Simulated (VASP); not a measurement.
# Sb2As (Fm-3m) in VASP: notebook

Runs on Sb2As. Level: PBE. Tasks: relaxation of cell and atoms, single point.

Program: VASP 6.6.1. These are calculated values, not measurements. Logs are shortened: lines on timing, memory, paths and dates and some standing lists are left out, and cuts for length are marked.

## (1) The cell of the first run

It takes space group Fm-3m (No. 225, cubic). Conventional cell: a = 6.692 Å, b = 6.692 Å, c = 6.692 Å, α = 90.00°, β = 90.00°, γ = 90.00°. Sb (site symmetry -43m) has 4 As at 2.90 Å and 6 Sb at 3.35 Å within 3.8 Å. As (site symmetry m-3m) has 8 Sb at 2.90 Å within 3.8 Å.

## (2) Relaxation of cell and atoms, PBE

The input, INCAR:

```
PREC     = Accurate       # precision mode
ENCUT    = 600            # plane-wave cutoff, eV
EDIFF    = 1E-6           # SCF threshold, eV
ISMEAR   = 0              # smearing method
SIGMA    = 0.1            # smearing width, eV
LREAL    = False          # projectors in reciprocal space
LASPH    = True           # aspherical terms in the spheres
NELM     = 80             # most SCF steps
ALGO     = Normal         # electronic algorithm
ISIF     = 3              # what is computed and relaxed
LWAVE    = False          # write WAVECAR
LCHARG   = False          # write CHGCAR
GGA      = PE             # functional
IBRION   = 2              # ionic algorithm
NSW      = 90             # ionic steps
EDIFFG   = -0.04          # ionic threshold
```

The input, KPOINTS:

```
regular mesh
0
Gamma
  4 4 4
```

The input, POSCAR:

```
Sb2As
1.0
    0.0000000000      3.3459598013      3.3459598013
    3.3459598013      0.0000000000      3.3459598013
    3.3459598013      3.3459598013      0.0000000000
Sb As
2 1
Direct
    0.2500000000      0.2500000000      0.2500000000
    0.7500000000      0.7500000000      0.7500000000
    0.0000000000      0.0000000000      0.0000000000
```

Potentials or basis: VASP PAW PBE potentials, release 64 (Sb, As).

The run is started by

```console
cat potpaw_PBE.64/Sb/POTCAR potpaw_PBE.64/As/POTCAR > POTCAR
mpirun -np 1 vasp_std > vasp.out
```

OUTCAR:

```text
PREC = Accurate
   ENCUT = 600
   EDIFF = 1E-6
   ISMEAR = 0
   LREAL = False
   LASPH = True
   NELM = 80
   ISIF = 3
   GGA = PE
   IBRION = 2
   NSW = 90
   EDIFFG = -0.04

 ion  position               nearest neighbor table
   1  0.250  0.250  0.250-   3 2.90   3 2.90   3 2.90   3 2.90   2 3.35   2 3.35   2 3.35   2 3.35
                             2 3.35   2 3.35
   2  0.750  0.750  0.750-   3 2.90   3 2.90   3 2.90   3 2.90   1 3.35   1 3.35   1 3.35   1 3.35
                             1 3.35   1 3.35
   3  0.000  0.000  0.000-   2 2.90   2 2.90   2 2.90   1 2.90   2 2.90   1 2.90   1 2.90   1 2.90

  LATTYP: Found a face centered cubic cell.
 ALAT       =     6.6919196026

  Lattice vectors:

 A1 = (   0.0000000000,   3.3459598013,   3.3459598013)
 A2 = (   3.3459598013,   0.0000000000,   3.3459598013)
 A3 = (   3.3459598013,   3.3459598013,   0.0000000000)

Analysis of symmetry for initial positions (statically):
=====================================================================
 Subroutine PRICEL returns:
 Original cell was already a primitive cell.

 Routine SETGRP: Setting up the symmetry group for a
 face centered cubic supercell.

 Subroutine GETGRP returns: Found 48 space group operations
 (whereof 48 operations were pure point group operations)
 out of a pool of 48 trial point group operations.

The static configuration has the point symmetry O_h .

Analysis of symmetry for dynamics (positions and initial velocities):
=====================================================================
 Subroutine PRICEL returns:
 Original cell was already a primitive cell.

 Routine SETGRP: Setting up the symmetry group for a
 face centered cubic supercell.

 Subroutine GETGRP returns: Found 48 space group operations
 (whereof 48 operations were pure point group operations)
 out of a pool of 48 trial point group operations.

The dynamic configuration has the point symmetry O_h .

 Subroutine INISYM returns: Found 48 space group operations
 (whereof 48 operations are pure point group operations),
 and found     1 'primitive' translations

----------------------------------------------------------------------------------------

                                     Primitive cell

  volume of cell :      74.9190

  direct lattice vectors                    reciprocal lattice vectors
     0.000000000  3.345959801  3.345959801    -0.149433953  0.149433953  0.149433953
     3.345959801  0.000000000  3.345959801     0.149433953 -0.149433953  0.149433953
     3.345959801  3.345959801  0.000000000     0.149433953  0.149433953 -0.149433953

  length of vectors
     4.731901730  4.731901730  4.731901730     0.258827199  0.258827199  0.258827199

  position of ions in fractional coordinates (direct lattice)
     0.250000000  0.250000000  0.250000000
     0.750000000  0.750000000  0.750000000
     0.000000000  0.000000000  0.000000000

  ion indices of the primitive-cell ions
   primitive index   ion index
                 1           1
                 2           2
                 3           3

----------------------------------------------------------------------------------------

 KPOINTS: regular mesh

Automatic generation of k-mesh.
 Grid dimensions read from file:
 generate k-points for:    4    4    4

 Generating k-lattice:

  Cartesian coordinates                     Fractional coordinates (reciprocal lattice)
    -0.037358488  0.037358488  0.037358488     0.250000000  0.000000000  0.000000000
     0.037358488 -0.037358488  0.037358488     0.000000000  0.250000000  0.000000000
     0.037358488  0.037358488 -0.037358488     0.000000000  0.000000000  0.250000000

  Length of vectors
     0.064706800  0.064706800  0.064706800

  Shift w.r.t. Gamma in fractional coordinates (k-lattice)
     0.000000000  0.000000000  0.000000000

 Subroutine IBZKPT returns following result:
 ===========================================

 Found      8 irreducible k-points:

 Following reciprocal coordinates:
            Coordinates               Weight
  0.000000  0.000000  0.000000      1.000000
  0.250000  0.000000  0.000000      8.000000
  0.500000  0.000000  0.000000      4.000000
  0.250000  0.250000  0.000000      6.000000
  0.500000  0.250000  0.000000     24.000000
 -0.250000  0.250000  0.000000     12.000000
  0.500000  0.500000  0.000000      3.000000
 -0.250000  0.500000  0.250000      6.000000
   k-points           NKPTS =      8   k-points in BZ     NKDIM =      8   number of bands    NBANDS=     11
   number of dos      NEDOS =    301   number of ions     NIONS =      3
   total plane-waves  NPLWV =  64000
   dimension x,y,z NGX =    40 NGY =   40 NGZ =   40
   dimension x,y,z NGXF=    80 NGYF=   80 NGZF=   80
   ions per type =               2   1
   NGX,Y,Z   is equivalent  to a cutoff of  14.05, 14.05, 14.05 a.u.
   NGXF,Y,Z  is equivalent  to a cutoff of  28.11, 28.11, 28.11 a.u.
 SYSTEM =  unknown system
   PREC   = accura    normal or accurate (medium, high low for compatibility)
   ISTART =      0    job   : 0-new  1-cont  2-samecut
   ICHARG =      2    charge: 1-file 2-atom 10-const
   ISPIN  =      1    spin polarized calculation?
   LNONCOLLINEAR =      F non collinear calculations
   LSORBIT =      F    spin-orbit coupling
   LASPH  =      T    aspherical Exc in radial PAW
   ENCUT  =  600.0 eV  44.10 Ry    6.64 a.u.   9.45  9.45  9.45*2*pi/ulx,y,z
   NELM   =     80;   NELMIN=  2; NELMDL= -5     # of ELM steps
   EDIFF  = 0.1E-05   stopping-criterion for ELM
   LREAL  =      F    real-space projection
   EDIFFG = -.4E-01   stopping-criterion for IOM
   NSW    =     90    number of steps for IOM
   IBRION =      2    ionic relax: 0-MD 1-quasi-New 2-CG
   NFREE  =      1    steps in history (QN), initial steepest desc. (CG)
   ISIF   =      3    stress and relaxation
   ISYM   =      2    0-nonsym 1-usesym 2-fastsym
   POTIM  = 0.5000    time-step for ionic-motion
   TEBEG  =    0.0;   TEEND  =   0.0 temperature during run
   PSTRESS=    0.0 pullay stress
   NELECT =      15.0000    total number of electrons
   NUPDOWN=      -1.0000    fix difference up-down
   EMIN   =  10.00;   EMAX   =-10.00  energy-range for DOS
   EFERMI =   0.00;   METHOD = LEGACY
   ISMEAR =     0;   SIGMA  =   0.10  broadening in eV -4-tet -1-fermi 0-gaus
   EFERMI_NEDOS =   21; number of points for ismear=-14 and -15
   IALGO  =     38    algorithm
   IMIX   =      4    mixing-type and parameters
     AMIX     =   0.40;   BMIX     =  1.00
     AMIX_MAG =   1.60;   BMIX_MAG =  1.00
  volume/ion in A,a.u.               =      24.97       168.53
  Fermi-wavevector in a.u.,A,eV,Ry     =   0.957726  1.809839 12.479791  0.917239
  Thomas-Fermi vector in A             =   2.086770
   LORBIT       =      0    0 simple, 1 ext, 2 COOP (PROOUT), +10 PAW based schemes
   GGA     = PE    functional components
   LHFCALC =     F    Hartree Fock is set to
   AEXX    =    0.0000 exact exchange contribution
   IVDW    =     0    specifies the selected vdW correction
   LEPSILON=     F    determine dielectric tensor
   LRPA    =     F    only Hartree local field effects (RPA)
 conjugate gradient relaxation of ions
 non-spin polarized calculation
 Gauss-broadening in eV      SIGMA  =   0.10
  energy-cutoff  :      600.00
  volume of cell :       74.92
 maximum number of plane-waves:      2525
 NGX is ok and might be reduce to    40
   NGX = 19   NGY = 19   NGZ = 19

--------------------------------------- Ionic step        1  -------------------------------------------

 number of electron      14.9999999 magnetization

 Free energy of the ion-electron system (eV)
  ---------------------------------------------------
  ext. energy  EPLUGINS =         0.00000000
  ---------------------------------------------------
  free energy    TOTEN  =       -11.62086524 eV

  energy without entropy =      -11.60923913  energy(sigma->0) =      -11.61505219

 E-fermi :   7.8099     XC(G=0): -10.0638

 val. band max:        7.6310591154   @ k =   0.2500   0.2500   0.0000
 cond. band min:       7.8621115054   @ k =   0.2500   0.2500   0.0000
 fundamental gap:      0.2310523900
 Fermi energy:         7.8099485408

 k-point     1 :       0.0000    0.0000    0.0000
  band No.  band energies     occupation
      1      -6.4577      2.00000
      2       1.1045      2.00000
      3       1.2430      2.00000
      4       4.7727      2.00000
      5       4.7727      2.00000
      6       4.7727      2.00000
      7       5.0274      2.00000
      8       5.0274      2.00000
      9       5.0274      2.00000
     10      10.0504      0.00000
     11      10.0504      0.00000

 k-point     2 :       0.2500    0.0000    0.0000
  band No.  band energies     occupation
      1      -5.9183      2.00000
      2      -0.8016      2.00000
      3       0.4528      2.00000
      4       3.8295      2.00000
      5       3.8295      2.00000
      6       5.0049      2.00000
      7       5.9893      2.00000
      8       5.9893      2.00000
      9       8.1504      0.00000
     10       9.5941      0.00000
     11       9.5941      0.00000
[... 141 lines left out ...]
 POSITION                                       TOTAL-FORCE (eV/Angst)
 -----------------------------------------------------------------------------------
      1.78707      1.78707      1.78707        -0.000000     -0.000000     -0.000000
      5.36121      5.36121      5.36121         0.000000      0.000000      0.000000
      0.00000      3.57414      3.57414         0.000000      0.000000     -0.000000
 -----------------------------------------------------------------------------------
    total drift:                               -0.000000     -0.000000      0.000000

  FREE ENERGIE OF THE ION-ELECTRON SYSTEM (eV)
  ---------------------------------------------------
  free  energy   TOTEN  =       -11.8149177909 eV

  energy  without entropy=      -11.8022584930  energy(sigma->0) =      -11.80858814

--------------------------------------- Ionic step        3  -------------------------------------------

 number of electron      14.9999999 magnetization

 Free energy of the ion-electron system (eV)
  ---------------------------------------------------
  ext. energy  EPLUGINS =         0.00000000
  ---------------------------------------------------
  free energy    TOTEN  =       -11.87833142 eV

  energy without entropy =      -11.86619951  energy(sigma->0) =      -11.87226546

 E-fermi :   6.3282     XC(G=0):  -9.5062

 val. band max:        6.1881653521   @ k =   0.2500   0.2500   0.0000
 cond. band min:       6.3777537596   @ k =   0.2500   0.2500   0.0000
 fundamental gap:      0.1895884075
 Fermi energy:         6.3282365843

 k-point     1 :       0.0000    0.0000    0.0000
  band No.  band energies     occupation
      1      -6.9682      2.00000
      2      -0.7940      2.00000
      3      -0.6117      2.00000
      4       3.6689      2.00000
      5       3.6689      2.00000
      6       3.6689      2.00000
      7       3.9248      2.00000
      8       3.9248      2.00000
      9       3.9248      2.00000
     10       8.4411      0.00000
     11       8.4411      0.00000

 k-point     2 :       0.2500    0.0000    0.0000
  band No.  band energies     occupation
      1      -6.5045      2.00000
      2      -2.0735      2.00000
      3      -1.2333      2.00000
      4       2.8436      2.00000
      5       2.8436      2.00000
      6       3.5371      2.00000
      7       4.7731      2.00000
      8       4.7731      2.00000
      9       6.6131      0.00006
     10       8.1008      0.00000
     11       8.1008      0.00000
[... 104 lines left out ...]
 POSITION                                       TOTAL-FORCE (eV/Angst)
 -----------------------------------------------------------------------------------
      1.74595      1.74595      1.74595        -0.000000     -0.000000      0.000000
      5.23786      5.23786      5.23786         0.000000      0.000000     -0.000000
      0.00000      0.00000      0.00000        -0.000000     -0.000000      0.000000
 -----------------------------------------------------------------------------------
    total drift:                               -0.000000     -0.000000      0.000000

  FREE ENERGIE OF THE ION-ELECTRON SYSTEM (eV)
  ---------------------------------------------------
  free  energy   TOTEN  =       -11.8783314179 eV

  energy  without entropy=      -11.8661995065  energy(sigma->0) =      -11.87226546

 reached required accuracy - stopping structural energy minimisation
```

Run time: 20 s. Hardware: 1 thread of Intel Xeon 6975P-C (Granite Rapids), shared host; peak memory 0.24 GiB.

Results:

| Property | Result |
| --- | --- |
| Free energy | -11.8783 eV |
| Relaxed volume | 28.39 Å³/atom |
| Relaxed cell | a = 4.938 Å, b = 4.938 Å, c = 4.938 Å, α = 60.00°, β = 60.00°, γ = 60.00° |
| Space group after relaxing (to 0.1 Å) | Fm-3m (No. 225) |
| Energy gained by relaxing | 85.8 meV/atom |
| Ionic steps | 3 |
| Pressure after relaxing | 0.0 GPa |
| Band gap on the k mesh | zero (an odd number of electrons rules out a gap without spin polarisation) |

Step by step:
```csv
step,energy change (eV),largest force (eV/Å),pressure (GPa),volume (Å³)
1,0.0000,0.0000,9.07,74.92
2,-0.1941,0.0000,-3.12,91.32
3,-0.2575,0.0000,0.03,85.16
```

Final structure:
```xyz
3
Lattice="0.0000 3.4919 3.4919 3.4919 0.0000 3.4919 3.4919 3.4919 0.0000" Properties=species:S:1:pos:R:3 pbc="T T T"
Sb    1.7460    1.7460    1.7460
Sb    5.2379    5.2379    5.2379
As    0.0000    0.0000    0.0000
```

Caveat: the k points lie up to 0.39 Å⁻¹ apart in the final cell, too coarse for converged energies and pressures of a metal; spin-orbit coupling is left out, which moves the levels of the heavy elements; an odd number of electrons without spin polarisation forces a metal; a magnetic or distorted state may lie lower.

(Part 1 of 2 ends here.)

The gap in the log of VASP goes by the Fermi energy; the results here count the filled bands.